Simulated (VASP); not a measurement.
# CaGeN (P4/mmm) in VASP: single point with PBE

Aim: the single point of CaGeN with PBE.

Program: VASP 6.6.1. These are calculated values, not measurements. Logs are shortened: lines on timing, memory, paths and dates and some standing lists are left out, and cuts for length are marked.

## 1. The cell of the first run

The structure is tetragonal, space group P4/mmm (No. 123). The conventional cell has a = 3.120 Å, b = 3.120 Å, c = 6.065 Å, α = 90.00°, β = 90.00°, γ = 90.00°. Within 4.0 Å of Ca (site symmetry 4/mmm) lie 2 Ge at 3.03 Å and 4 Ca at 3.12 Å and 8 N at 3.75 Å. Ge (site symmetry 4/mmm) has 4 N at 2.21 Å within 2.9 Å. N (site symmetry 4/mmm) has 4 Ge at 2.21 Å within 2.9 Å.

## 2. Single point, PBE

Input file POSCAR:

```
CaGeN
1.0
    3.1203618540      0.0000000000      0.0000000000
    0.0000000000      3.1203618540      0.0000000000
    0.0000000000      0.0000000000      6.0652730075
Ca Ge N
1 1 1
Direct
    0.0000000000      0.0000000000      0.0000000000
    0.0000000000      0.0000000000      0.5000000000
    0.5000000000      0.5000000000      0.5000000000
```

Input file INCAR.step1:

```
SYSTEM = CaGeN
  PREC = Accurate
  ENCUT = 520
  EDIFF = 1E-6
  ISMEAR = 0
  SIGMA = 0.1
  LREAL = .FALSE.
  LASPH = .TRUE.
  NELM = 80
  ALGO = Normal
  ISIF = 2
  LWAVE = .FALSE.
  LCHARG = .TRUE.
  GGA = PE
  NBANDS = 22
```

Input file KPOINTS.step1:

```
Automatic mesh
0
G
  14 14 8
  0 0 0
```

Input file INCAR.step2:

```
SYSTEM = CaGeN
  PREC = Accurate
  ENCUT = 520
  EDIFF = 1E-6
  ISMEAR = -5
  SIGMA = 0.1
  LREAL = .FALSE.
  LASPH = .TRUE.
  NELM = 80
  ALGO = Normal
  ISIF = 2
  LWAVE = .FALSE.
  LCHARG = .FALSE.
  GGA = PE
  LORBIT = 10
  NEDOS = 2001
  ICHARG = 11
```

Input file KPOINTS.step2:

```
Automatic mesh
0
G
  21 21 12
  0 0 0
```

Potentials or basis: VASP PAW PBE potentials, release 64 (Ca_sv, Ge_d, N).

The run is started by

```sh
cat potpaw_PBE.64/Ca_sv/POTCAR potpaw_PBE.64/Ge_d/POTCAR potpaw_PBE.64/N/POTCAR > POTCAR
cp INCAR.step1 INCAR
cp KPOINTS.step1 KPOINTS
mpirun -np 1 vasp_std > vasp.out
cp INCAR.step2 INCAR
cp KPOINTS.step2 KPOINTS
mpirun -np 1 vasp_std > vasp.out
```

OUTCAR:

```text
SYSTEM = CaGeN
   PREC = Accurate
   ENCUT = 520
   EDIFF = 1E-6
   ISMEAR = -5
   LREAL = .FALSE.
   LASPH = .TRUE.
   NELM = 80
   ISIF = 2
   GGA = PE
   LORBIT = 10
   ICHARG = 11

 ion  position               nearest neighbor table
   1  0.000  0.000  0.000-   2 3.03   2 3.03
   2  0.000  0.000  0.500-   3 2.21   3 2.21   3 2.21   3 2.21   1 3.03   1 3.03
   3  0.500  0.500  0.500-   2 2.21   2 2.21   2 2.21   2 2.21

  LATTYP: Found a simple tetragonal cell.
 ALAT       =     3.1203618540
 C/A-ratio  =     1.9437723223

  Lattice vectors:

 A1 = (   3.1203618540,   0.0000000000,   0.0000000000)
 A2 = (   0.0000000000,   3.1203618540,   0.0000000000)
 A3 = (   0.0000000000,   0.0000000000,   6.0652730075)

Analysis of symmetry for initial positions (statically):
=====================================================================
 Subroutine PRICEL returns:
 Original cell was already a primitive cell.

 Routine SETGRP: Setting up the symmetry group for a
 simple tetragonal supercell.

 Subroutine GETGRP returns: Found 16 space group operations
 (whereof 16 operations were pure point group operations)
 out of a pool of 16 trial point group operations.

The static configuration has the point symmetry D_4h.

Analysis of symmetry for dynamics (positions and initial velocities):
=====================================================================
 Subroutine PRICEL returns:
 Original cell was already a primitive cell.

 Routine SETGRP: Setting up the symmetry group for a
 simple tetragonal supercell.

 Subroutine GETGRP returns: Found 16 space group operations
 (whereof 16 operations were pure point group operations)
 out of a pool of 16 trial point group operations.

The dynamic configuration has the point symmetry D_4h.

 Subroutine INISYM returns: Found 16 space group operations
 (whereof 16 operations are pure point group operations),
 and found     1 'primitive' translations

----------------------------------------------------------------------------------------

                                     Primitive cell

  volume of cell :      59.0555

  direct lattice vectors                    reciprocal lattice vectors
     3.120361854  0.000000000  0.000000000     0.320475652  0.000000000  0.000000000
     0.000000000  3.120361854  0.000000000     0.000000000  0.320475652  0.000000000
     0.000000000  0.000000000  6.065273008     0.000000000  0.000000000  0.164873040

  length of vectors
     3.120361854  3.120361854  6.065273008     0.320475652  0.320475652  0.164873040

  position of ions in fractional coordinates (direct lattice)
     0.000000000  0.000000000  0.000000000
     0.000000000  0.000000000  0.500000000
     0.500000000  0.500000000  0.500000000

  ion indices of the primitive-cell ions
   primitive index   ion index
                 1           1
                 2           2
                 3           3

----------------------------------------------------------------------------------------

 KPOINTS: Automatic mesh

Automatic generation of k-mesh.
 Grid dimensions read from file:
 generate k-points for:   21   21   12

 Generating k-lattice:

  Cartesian coordinates                     Fractional coordinates (reciprocal lattice)
     0.015260745  0.000000000  0.000000000     0.047619048  0.000000000  0.000000000
     0.000000000  0.015260745  0.000000000     0.000000000  0.047619048  0.000000000
     0.000000000  0.000000000  0.013739420     0.000000000  0.000000000  0.083333333

  Length of vectors
     0.015260745  0.015260745  0.013739420

  Shift w.r.t. Gamma in fractional coordinates (k-lattice)
     0.000000000  0.000000000  0.000000000

 TETIRR: Found   7926 inequivalent tetrahedra from    31752

 Subroutine IBZKPT returns following result:
 ===========================================

 Found    462 irreducible k-points:

 Following reciprocal coordinates:
            Coordinates               Weight
  0.000000  0.000000  0.000000      1.000000
  0.047619  0.000000  0.000000      4.000000
  0.095238  0.000000  0.000000      4.000000
  0.142857  0.000000  0.000000      4.000000
  0.190476  0.000000  0.000000      4.000000
  0.238095  0.000000  0.000000      4.000000
[... 16 lines left out ...]
  0.142857  0.095238  0.000000      8.000000
  0.190476  0.095238  0.000000      8.000000
 [... further k-points ...]
   k-points           NKPTS =    462   k-points in BZ     NKDIM =    462   number of bands    NBANDS=     18
   number of dos      NEDOS =   2001   number of ions     NIONS =      3
   total plane-waves  NPLWV =  27648
   dimension x,y,z NGX =    24 NGY =   24 NGZ =   48
   dimension x,y,z NGXF=    48 NGYF=   48 NGZF=   96
   ions per type =               1   1   1
   NGX,Y,Z   is equivalent  to a cutoff of  12.79, 12.79, 13.16 a.u.
   NGXF,Y,Z  is equivalent  to a cutoff of  25.57, 25.57, 26.31 a.u.
 SYSTEM =  CaGeN
   PREC   = accura    normal or accurate (medium, high low for compatibility)
   ISTART =      0    job   : 0-new  1-cont  2-samecut
   ICHARG =     11    charge: 1-file 2-atom 10-const
   ISPIN  =      1    spin polarized calculation?
   LNONCOLLINEAR =      F non collinear calculations
   LSORBIT =      F    spin-orbit coupling
   LASPH  =      T    aspherical Exc in radial PAW
   ENCUT  =  520.0 eV  38.22 Ry    6.18 a.u.   5.80  5.80 11.28*2*pi/ulx,y,z
   NELM   =     80;   NELMIN=  2; NELMDL=  0     # of ELM steps
   EDIFF  = 0.1E-05   stopping-criterion for ELM
   LREAL  =      F    real-space projection
   EDIFFG = 0.1E-04   stopping-criterion for IOM
   NSW    =      0    number of steps for IOM
   IBRION =     -1    ionic relax: 0-MD 1-quasi-New 2-CG
   NFREE  =      0    steps in history (QN), initial steepest desc. (CG)
   ISIF   =      2    stress and relaxation
   ISYM   =      2    0-nonsym 1-usesym 2-fastsym
   POTIM  = 0.5000    time-step for ionic-motion
   TEBEG  =    0.0;   TEEND  =   0.0 temperature during run
   PSTRESS=    0.0 pullay stress
   NELECT =      29.0000    total number of electrons
   NUPDOWN=      -1.0000    fix difference up-down
   EMIN   =  10.00;   EMAX   =-10.00  energy-range for DOS
   EFERMI =   0.00;   METHOD = LEGACY
   ISMEAR =    -5;   SIGMA  =   0.10  broadening in eV -4-tet -1-fermi 0-gaus
   EFERMI_NEDOS =   21; number of points for ismear=-14 and -15
   IALGO  =     38    algorithm
   IMIX   =      4    mixing-type and parameters
     AMIX     =   0.40;   BMIX     =  1.00
     AMIX_MAG =   1.60;   BMIX_MAG =  1.00
  volume/ion in A,a.u.               =      19.69       132.84
  Fermi-wavevector in a.u.,A,eV,Ry     =   1.291578  2.440729 22.696892  1.668174
  Thomas-Fermi vector in A             =   2.423340
   LORBIT       =     10    0 simple, 1 ext, 2 COOP (PROOUT), +10 PAW based schemes
   GGA     = PE    functional components
   LHFCALC =     F    Hartree Fock is set to
   AEXX    =    0.0000 exact exchange contribution
   IVDW    =     0    specifies the selected vdW correction
   LEPSILON=     F    determine dielectric tensor
   LRPA    =     F    only Hartree local field effects (RPA)
 non-spin polarized calculation
 Fermi weights with tetrahedron method with Bloechl corrections
  energy-cutoff  :      520.00
  volume of cell :       59.06
 maximum number of plane-waves:      1614
 NGX is ok and might be reduce to    24

 number of electron      29.0000006 magnetization

 Free energy of the ion-electron system (eV)
  ---------------------------------------------------
  ext. energy  EPLUGINS =         0.00000000
  ---------------------------------------------------
  free energy    TOTEN  =       -12.22158936 eV

  energy without entropy =      -12.22158936  energy(sigma->0) =      -12.22158936

 E-fermi :   4.4729     XC(G=0):  -9.7806

 val. band max:        4.5338065952   @ k =   0.2857   0.1429   0.5000
 cond. band min:       4.3906968201   @ k =   0.4286   0.0000   0.0000
 fundamental gap:     -0.1431097751
 Fermi energy:         4.4728966571

 k-point     1 :       0.0000    0.0000    0.0000
  band No.  band energies     occupation
      1     -37.3765      2.00000
      2     -20.2540      2.00000
      3     -20.2501      2.00000
      4     -20.1900      2.00000
      5     -20.1861      2.00000
      6     -20.1861      2.00000
[... 10 lines left out ...]
     17       6.8132      0.00000
     18       7.3966      0.00000

 k-point     2 :       0.0476    0.0000    0.0000
  band No.  band energies     occupation
      1     -37.3749      2.00000
      2     -20.2534      2.00000
      3     -20.2490      2.00000
      4     -20.1908      2.00000
      5     -20.1866      2.00000
      6     -20.1861      2.00000
[... 10 lines left out ...]
     17       6.7836      0.00000
     18       7.4224      0.00000

 k-point     3 :       0.0952    0.0000    0.0000
  band No.  band energies     occupation
      1     -37.3702      2.00000
      2     -20.2521      2.00000
      3     -20.2450      2.00000
      4     -20.1931      2.00000
      5     -20.1881      2.00000
      6     -20.1860      2.00000
[... 10 lines left out ...]
     17       6.6942      0.00000
     18       7.4967      0.00000

 k-point     4 :       0.1429    0.0000    0.0000
  band No.  band energies     occupation
      1     -37.3627      2.00000
      2     -20.2509      2.00000
      3     -20.2381      2.00000
      4     -20.1968      2.00000
      5     -20.1904      2.00000
      6     -20.1857      2.00000
[... 375 lines left out ...]
      4     -20.1964      2.00000
      5     -20.1881      2.00000
      6     -20.1877      2.00000
[... 10 lines left out ...]
     17       6.5878      0.00000
     18       7.6121      0.00000

 k-point    23 :       0.1429    0.0952    0.0000
  band No.  band energies     occupation
      1     -37.3564      2.00000
      2     -20.2458      2.00000
      3     -20.2366      2.00000
      4     -20.2003      2.00000
      5     -20.1902      2.00000
      6     -20.1877      2.00000
[... 10 lines left out ...]
     17       6.4505      0.00000
     18       7.8577      0.00000

 k-point    24 :       0.1905    0.0952    0.0000
  band No.  band energies     occupation
      1     -37.3470      2.00000
      2     -20.2443      2.00000
      3     -20.2280      2.00000
      4     -20.2051      2.00000
      5     -20.1931      2.00000
      6     -20.1874      2.00000
[... 10 lines left out ...]
     17       6.2459      0.00000
     18       7.4794      0.00000

 [... further k-points ...]

------------------------ aborting loop because EDIFF is reached ----------------------------------------

  FORCE on cell =-STRESS in cart. coord.  units (eV):
  Direction    XX          YY          ZZ          XY          YZ          ZX
  --------------------------------------------------------------------------------------
  -------------------------------------------------------------------------------------
  Total        0.2057710      0.2057710      0.1040962      0.0000000      0.0000000      0.0000000
  in kB        5.5825734      5.5825734      2.8241338      0.0000000      0.0000000      0.0000000
  external PRESSURE =       4.6630935 kB  Pullay stress =       0.0000000 kB

 VOLUME and BASIS-vectors are now :
 -----------------------------------------------------------------------------
  energy-cutoff  :      520.00
  volume of cell :       59.06
      direct lattice vectors                 reciprocal lattice vectors
     3.120361854  0.000000000  0.000000000     0.320475652  0.000000000  0.000000000
     0.000000000  3.120361854  0.000000000     0.000000000  0.320475652  0.000000000
     0.000000000  0.000000000  6.065273008     0.000000000  0.000000000  0.164873040

 POSITION                                       TOTAL-FORCE (eV/Angst)
 -----------------------------------------------------------------------------------
      0.00000      0.00000      0.00000         0.000000      0.000000      0.000000
      0.00000      0.00000      3.03264         0.000000      0.000000      0.000000
      1.56018      1.56018      3.03264         0.000000      0.000000      0.000000
 -----------------------------------------------------------------------------------
    total drift:                                0.000000      0.000000     -0.000000

  FREE ENERGIE OF THE ION-ELECTRON SYSTEM (eV)
  ---------------------------------------------------
  free  energy   TOTEN  =       -12.2215893617 eV

  energy  without entropy=      -12.2215893617  energy(sigma->0) =      -12.22158936

 total charge

# of ion       s       p       d       tot
------------------------------------------
    1        2.112   5.816   0.289   8.216
    2        1.195   0.909  10.090  12.195
    3        1.313   2.201   0.000   3.514
--------------------------------------------------
tot          4.620   8.926  10.380  23.925
```

Run time: 4.2 min. Hardware: 1 thread of Intel Xeon Platinum 8488C (Sapphire Rapids), shared host; peak memory 0.63 GiB.

What came out:

- Valence electrons inside the program's atomic spheres: Ca 8.22; Ge 12.20; N 3.51

Caveat: tetrahedron occupations give inexact forces and stress in metals.
